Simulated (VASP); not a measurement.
Runs of VASP 6.6.1 on Ta3N. The structure is that of space group P-3m1 (No. 164), or close to it. The cells are those of the table. 

```tsv
cell	gap on the mesh (eV)	pressure (GPa)	largest force (eV/Å)
a = 2.760, b = 2.760, c = 7.152 Å, angles 90.0, 90.0, 120.0°, 4 atoms	none	85.3	2.95
a = 2.760, b = 2.760, c = 6.854 Å, angles 90.0, 90.0, 120.0°, 4 atoms	none	112.2	3.18
a = 2.880, b = 2.880, c = 6.854 Å, angles 90.0, 90.0, 120.0°, 4 atoms	none	62.9	1.41
a = 2.760, b = 2.760, c = 7.450 Å, angles 90.0, 90.0, 120.0°, 4 atoms	none	(a)	2.68
```

Alike in all rows: task single point; level PBEsol; potentials or basis VASP PAW PBE potentials, release 64 (Ta_pv, N); no spin polarisation; k mesh 18 × 18 × 8; cutoff (eV) 520; smearing gaussian 0.15 eV.

Q: Fill in the values left out.

A: (a) 63.3.

Caveats: the PAW data sets were made with another functional, which shifts forces and pressure a little; spin-orbit coupling is left out, which moves the levels of the heavy elements; the stress differs along the axes, from 80 to 88 GPa (at least some runs); the cell stands under pressure (at least some runs); the stress differs along the axes, from 60 to 68 GPa (at least some runs); the stress differs along the axes, from 51 to 70 GPa (at least some runs).

A k mesh can miss the band edges, and the runs leave out spin-orbit coupling on Ta.

A gap of «none» marks levels without a gap at the run's occupations.
